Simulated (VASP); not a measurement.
Wanted: the native input for a VASP 6.6.1 run.

```yaml
Task: single point
Functional: LDA
Potentials_or_basis: VASP PAW LDA potentials, release 64 (Al, N)
Cutoff: 520 eV
k_mesh: 8 × 8 × 3
Occupations: gaussian, width 0.05 eV
Spin: no spin polarisation
Dipole_correction: no
Further_INCAR_settings: ALGO = Normal; EDIFF = 1e-06; NBANDS = 26
```

The structure of AlN lies in POSCAR:

```
AlN
1.0
   -3.0886152975      0.0000000000      0.0000000000
   -1.5443076488     -2.6748193102      0.0000000000
   -0.6434615203     -1.1145080459      9.8871685333
Al N
4 4
Direct
    0.3333333333     -0.0435460453      0.9045105086
    0.3333333333      0.1647872881      0.4045105086
    0.6666666667      0.6022872881      0.1545105086
    0.6666666667      0.3939539547      0.6545105086
    0.3333333333      0.2935460452      0.0954894914
    0.3333333333      0.0852127119      0.5954894914
    0.6666666667      0.5227127119      0.3454894914
    0.6666666667      0.3143793786      0.8454894914
```

These files were run (other wordings do the same):

INCAR

```
SYSTEM = AlN
PREC = Accurate ; ENCUT = 520
EDIFF = 1E-6 ; ISMEAR = 0
SIGMA = 0.05 ; LREAL = .FALSE.
LASPH = .TRUE. ; NELM = 60
ALGO = Normal ; ISIF = 2
LWAVE = .FALSE. ; LCHARG = .FALSE.
GGA = CA ; NBANDS = 26
```

KPOINTS

```
regular mesh
0
G
  8 8 3
  0 0 0
```

Potentials or basis: VASP PAW LDA potentials, release 64 (Al, N).

Command:

```bash
$ cat potpaw_LDA.64/Al/POTCAR potpaw_LDA.64/N/POTCAR > POTCAR
$ mpirun -np 1 vasp_std > vasp.out
```

Results of the run:

```json
{"Pressure": "-0.8 GPa", "Largest force": "1.263 eV/Å", "Band gap on the k mesh": "3.18 eV (least direct gap 3.43 eV)"}
```

Caveat: an odd mesh through Γ misses points on the zone boundary, where band edges can lie; forces of over 1 eV/Å act on the atoms, so gaps and moduli don't describe the material at rest.

Wall time 3.9 min on 1 thread of Intel Xeon 8259CL (shared host), peak memory 0.28 GiB.
